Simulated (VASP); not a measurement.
Runs of VASP 6.6.1 on TaN. The structure is that of space group Fm-3m (No. 225), or close to it. The cells are those of the table. 

```tsv
cell	gap on the mesh (eV)	pressure (GPa)
a = 3.082 Å, angles 60.0°, 2 atoms	none	11.9
a = 3.120, b = 3.120, c = 3.159 Å, angles 59.6, 59.6, 60.8°, 2 atoms	none	(a)
a = 3.006, b = 3.006, c = 2.927 Å, angles 60.9, 60.9, 58.3°, 2 atoms	none	66.2
a = 3.043, b = 3.043, c = 3.005 Å, angles 60.4, 60.4, 59.2°, 2 atoms	none	35.2
```

Alike in all rows: task single point; level r2SCAN; potentials or basis VASP PAW PBE potentials, release 64 (Ta_pv, N); no spin polarisation; k mesh 14 × 14 × 14; cutoff (eV) 520; smearing fermi-dirac 0.05 eV.

Q: Estimate the missing entries.

A: (a) -5.4.

Caveats: the PAW data sets were made with another functional, which shifts forces and pressure a little; spin-orbit coupling is left out, which moves the levels of the heavy elements; the cell stands under pressure (at least some runs); the cell stands under tension (at least some runs).

A k mesh can miss the band edges, and the runs leave out spin-orbit coupling on Ta.

A gap of «none» marks levels without a gap at the run's occupations.
